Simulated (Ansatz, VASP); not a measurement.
**EuO in VASP and in Ansatz**

File INCAR:

```
SYSTEM = EuO
  PREC = Accurate
  ENCUT = 600
  EDIFF = 1E-6
  ISMEAR = 0
  SIGMA = 0.05
  LREAL = .False.
  LASPH = .True.
  NELM = 200
  ALGO = Normal
  ISIF = 2
  LWAVE = .False.
  LCHARG = .False.
  ISPIN = 2
  MAGMOM = 7 7 0 0
  LORBIT = 11
  LMAXMIX = 6
  GGA = PE
  NBANDS = 35
  GGA_COMPAT = .False.
```

File KPOINTS:

```
Automatic mesh
0
Gamma
  8 8 6
  0 0 0
```

File POSCAR:

```
EuO
1.0
    0.0000000000      2.5302957997     -2.5302957997
    0.0000000000      2.5302957997      2.5302957997
    5.0605915994      0.0000000000      0.0000000000
Eu O
2 2
Direct
    0.0000000000      0.0000000000      0.0000000000
    0.5000000000      0.5000000000      0.5000000000
    0.0000000000      1.0000000000      0.5000000000
    0.5000000000      1.5000000000      1.0000000000
```

Input for Ansatz:

```yaml
crystal:
  lattice:
    - [0.0, 2.5302957997, -2.5302957997]
    - [0.0, 2.5302957997, 2.5302957997]
    - [5.0605915994, 0.0, 0.0]
  atoms:
    - { symbol: Eu, position: [0.0, 0.0, 0.0], spin: 7.0 }
    - { symbol: O, position: [0.0, 1.0, 0.5] }
    - { symbol: Eu, position: [0.5, 0.5, 0.5], spin: 7.0 }
    - { symbol: O, position: [0.5, 1.5, 1.0] }
basis:
  ecutwfc: 420
  ecutrho_ratio: 4
kpoints:
  mp_grid: { grid: [8, 8, 6] }
hamiltonian:
  xc: pbe
scf:
  occupations: { method: gaussian, width: 0.05 }
  lower_state_search: "off"
output:
  forces: true
  stress: true
  eigenvalues: true
  populations: true
magnetization:
  spin_polarized: true
```

Alike in both runs: task single point; functional PBE; k mesh 8 × 8 × 6; occupations gaussian, width 0.05 eV; collinear spin.

|  | VASP | Ansatz |
| --- | --- | --- |
| version | VASP 6.6.1 | Ansatz 0.2.0 |
| potentials or method | VASP PAW PBE potentials, release 64 (Eu, O), cutoff 600 eV | scalar-relativistic, plane waves, PAW |
| valence electrons in the cell | 46 | 46 |

|  | VASP | Ansatz | Ansatz less VASP |
| --- | --- | --- | --- |
| gap on the k mesh at the Fermi level (eV) | none | none | - |
| pressure (GPa) | -0.1 | 0.1 | +0.17 |
| net moment per atom (μB) | 3.47 | 3.48 | +0.003 |
| size of the moment on the site where the two differ most (μB) | 0.10 | 0.08 | -0.019 |

Site moments also hang on the region over which each program counts them. A gap of «none» marks a metal or a gap that the smearing closes.

Spin-orbit coupling is off throughout.
